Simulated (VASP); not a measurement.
Input of a VASP 6.6.1 run:

File INCAR:

```
ALGO = Normal ; EDIFF = 1E-6
ENCUT = 520 ; GGA = PE
ISIF = 2 ; ISMEAR = -1
LASPH = True ; LCHARG = False
LREAL = False ; LWAVE = False
NBANDS = 14 ; NELM = 80
PREC = Accurate ; SIGMA = 0.1
```

Contents of KPOINTS:

```
k-points
0
Gamma
  11 11 11
```

Contents of POSCAR:

```
HfN
1.0
    0.0000000000      2.2560000000      2.2560000000
    2.2560000000      0.0000000000      2.2560000000
    2.2560000000      2.2560000000      0.0000000000
Hf N
1 1
Direct
    0.0000000000      0.0000000000      0.0000000000
    0.5000000000      0.5000000000      0.5000000000
```

Potentials or basis: VASP PAW PBE potentials, release 64 (Hf_pv, N).

Command:

```bash
$ cat potpaw_PBE.64/Hf_pv/POTCAR potpaw_PBE.64/N/POTCAR > POTCAR
$ mpirun -np 1 vasp_std > vasp.out
```

Question: Predict the pressure.

Answer: 4.3 GPa.
